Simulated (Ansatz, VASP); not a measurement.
## Two plane-wave programs on Ru

```
Ru
1.0
     2.70600    0.00000    0.00000
    -1.35300    2.34346    0.00000
     0.00000    0.00000   27.84600
Ru
7
Direct
  0.33333 0.66667 0.27266
  0.66667 0.33333 0.34658
  0.33333 0.66667 0.42320
  0.66667 0.33333 0.50000
  0.33333 0.66667 0.57680
  0.66667 0.33333 0.65342
  0.33333 0.66667 0.72734
```

Alike in both runs: functional PBE; dispersion D3(BJ); k mesh 15 × 15 × 1; occupations gaussian, width 0.05 eV; no spin polarisation.

Ansatz relaxed the structure, and its values are those at the end. VASP's run is a single point on that final structure, the one shown.

```csv
,VASP,Ansatz
version,VASP 6.6.1,Ansatz 0.2.0
potentials or method,"VASP PAW PBE potentials, release 64 (Ru_pv)","scalar-relativistic, plane waves, PAW"
plane-wave cutoff (eV),520,420
valence electrons in the cell,98,112
```

Ansatz gave:

```
rms of the force components (eV/Å) : 0.004
```

Problem. What did VASP give for the same quantities?

Solution. rms of the force components (eV/Å): 0.006.

VASP's potentials hold 98 valence electrons a cell and Ansatz's 112, so a difference there can come from the potentials and not from the codes.
